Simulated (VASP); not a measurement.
Crystal: AgCl.

```xyz
2
Lattice="0.0000 2.7732 2.7732 2.7136 0.0000 2.7732 2.7136 2.7732 0.0000" Properties=species:S:1:pos:R:3 pbc="T T T"
Ag    0.0000    0.0000    0.0000
Cl    2.7136    2.7732    2.7732
```

This cell differs from its parent crystal: uniaxial x strain -2.1%.

Base run:

| Item | Value |
| --- | --- |
| Program | VASP 6.6.1 |
| Functional | r2SCAN |
| Potentials or basis | VASP PAW PBE potentials, release 64 (Ag, Cl) |
| Cutoff | 520 eV |
| k mesh | 8 × 8 × 8 |
| Occupations | gaussian, width 0.01 eV |
| Spin | no spin polarisation |

Its results: band gap on the k mesh 1.35 eV (least direct gap 3.77 eV); pressure 1.1 GPa.

**Question.** The run is repeated on the same cell with these changes: functional from r2SCAN to HSE06; k mesh from 8 × 8 × 8 to 6 × 6 × 6. What comes out?

**Answer.** Band gap on the k mesh 2.31 eV (least direct gap 4.70 eV); pressure 2.4 GPa.

Several settings changed at once.

Caveats: the PAW data sets were made with another functional, which shifts forces and pressure a little.

A k mesh can miss the band edges.
